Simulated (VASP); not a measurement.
## C: single point with PBE

The system is C.

```
CELL_PARAMETERS angstrom
2.46657 0.00000 0.00000
-1.23328 2.13611 0.00000
0.00000 0.00000 8.49487
ATOMIC_POSITIONS crystal
C 0.00000 0.00000 0.25000
C 0.00000 0.00000 0.75000
C 0.33333 0.66667 0.25000
C 0.66667 0.33333 0.75000
```

```json
{
  "Program": "VASP 6.6.1",
  "Task": "single point",
  "Functional": "PBE",
  "Potentials or basis": "VASP PAW PBE potentials, release 64 (C)",
  "Cutoff": "600 eV",
  "k mesh": "15 × 15 × 5",
  "Occupations": "fermi-dirac, width 0.1 eV",
  "Spin": "no spin polarisation",
  "Dipole correction": "no",
  "Further INCAR settings": "ALGO = Normal; EDIFF = 1e-06; NBANDS = 16"
}
```

```json
{
 "Pressure": "0.0 GPa",
 "Band gap on the k mesh": "zero (filled and empty bands touch)"
}
```

Stress tensor (GPa, compression positive):
```
 0.14  0.00  0.00
 0.00  0.14  0.00
 0.00  0.00 -0.20
```

Levels at points of the mesh, in eV from the Fermi level:
| k point | band 4 | band 5 | band 6 | band 7 | band 8 | band 9 | band 10 | band 11 | band 12 | band 13 |
| --- | --- | --- | --- | --- | --- | --- | --- | --- | --- | --- |
| (0.00, 0.00, 0.00) | -7.36 | -3.04 | -3.04 | -3.04 | -3.04 | 3.10 | 6.44 | 8.30 | 8.30 | 8.31 |

It took 25 s on 1 thread of Intel(R) Xeon(R) 6975P-C (Granite Rapids), on a shared host, peak memory 0.19 GiB.

Caveat: this functional lacks dispersion, which binds the layers, so the pressure and a relaxed spacing across them are unreliable.
